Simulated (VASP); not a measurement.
Write the native input for VASP 6.6.1 that does the following.

| Quantity | Value |
| --- | --- |
| Task | single point |
| Functional | r2SCAN |
| Potentials or basis | VASP PAW PBE potentials, release 64 (Al, Cu) |
| Cutoff | 520 eV |
| k mesh | 10 × 10 × 10 |
| Occupations | gaussian, width 0.05 eV |
| Spin | no spin polarisation |
| Dipole correction | no |
| Further INCAR settings | ALGO = Normal; EDIFF = 1e-06; NBANDS = 26 |

The system is AlCu3.

```
CELL_PARAMETERS angstrom
0.00000 2.88801 2.88801
2.88801 0.00000 2.88801
2.88801 2.88801 0.00000
ATOMIC_POSITIONS crystal
Al 0.00000 0.00000 0.00000
Cu 0.50000 0.50000 0.50000
Cu 0.25000 0.25000 0.25000
Cu 0.75000 0.75000 0.75000
```

One way to write it, as run:

POSCAR

```
AlCu3
1.0
    0.0000000000      2.8880109880      2.8880109880
    2.8880109880      0.0000000000      2.8880109880
    2.8880109880      2.8880109880      0.0000000000
Al Cu
1 3
Direct
    0.0000000000      0.0000000000      0.0000000000
    0.5000000000      0.5000000000      0.5000000000
    0.2500000000      0.2500000000      0.2500000000
    0.7500000000      0.7500000000      0.7500000000
```

INCAR.step1

```
SYSTEM = AlCu3
PREC = Accurate
ENCUT = 520
ISMEAR = 0
SIGMA = 0.05
LREAL = .False.
LASPH = .True.
NELM = 60
NBANDS = 26
GGA = PE
ALGO = Normal
EDIFF = 1E-4
LWAVE = .True.
LCHARG = .False.
```

INCAR.step2

```
SYSTEM = AlCu3
PREC = Accurate
ENCUT = 520
EDIFF = 1E-6
ISMEAR = 0
SIGMA = 0.05
LREAL = .False.
LASPH = .True.
NELM = 60
ALGO = Normal
ISIF = 2
LWAVE = .False.
LCHARG = .False.
METAGGA = R2SCAN
LMIXTAU = .True.
NBANDS = 26
ISTART = 1
```

KPOINTS

```
regular mesh
0
Gamma
  10 10 10
  0 0 0
```

Potentials or basis: VASP PAW PBE potentials, release 64 (Al, Cu).

Command:

```console
$ cat potpaw_PBE.64/Al/POTCAR potpaw_PBE.64/Cu/POTCAR > POTCAR
$ cp INCAR.step1 INCAR
$ mpirun -np 1 vasp_std > vasp.out
$ cp INCAR.step2 INCAR
$ mpirun -np 1 vasp_std > vasp.out
```

Results of the run:

The pressure is 0.7 GPa and the band gap on the k mesh is zero (band 18 reaches 12.41 eV, above the bottom of band 19 at 6.32 eV).

Caveat: the PAW data sets were made with another functional, which shifts forces and pressure a little.

Wall time 2.7 min on 1 thread of Intel(R) Xeon(R) 6975P-C (Granite Rapids), with other jobs on the host, peak memory 0.19 GiB.
